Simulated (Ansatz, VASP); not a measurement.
# Two plane-wave programs on MnNb

```
Mn Nb
1.0
     0.00000    2.71603    2.71603
     2.71603    0.00000    2.71603
     2.71603    2.71603    0.00000
Mn Nb
1 1
Direct
  0.00000 0.00000 0.00000
  0.25000 0.25000 0.25000
```

Alike in both runs: task relaxation of cell and atoms; functional PBE; k mesh 18 × 18 × 18; occupations gaussian, width 0.1 eV; no spin polarisation.

|  | VASP | Ansatz |
| --- | --- | --- |
| version | VASP 6.6.1 | Ansatz 0.2.0 |
| potentials or method | VASP PAW PBE potentials, release 64 (Mn_pv, Nb_sv), cutoff 500 eV | scalar-relativistic, plane waves, PAW |
| valence electrons in the cell | 26 | 28 |

Ansatz gave:

- gap on the k mesh at the Fermi level, each at its own relaxed structure (eV): none
- relaxed volume (Å³/atom): 20.07
- relaxed length of the cell vector where the two differ most in proportion (Å): 3.843

Task: Which values does VASP return?

Result: gap on the k mesh at the Fermi level, each at its own relaxed structure (eV): none; relaxed volume (Å³/atom): 20.09; relaxed length of the cell vector where the two differ most in proportion (Å): 3.845.

A gap of «none» marks a metal or a gap that the smearing closes. VASP's potentials hold 26 valence electrons a cell and Ansatz's 28, so a difference there can come from the potentials and not from the codes.
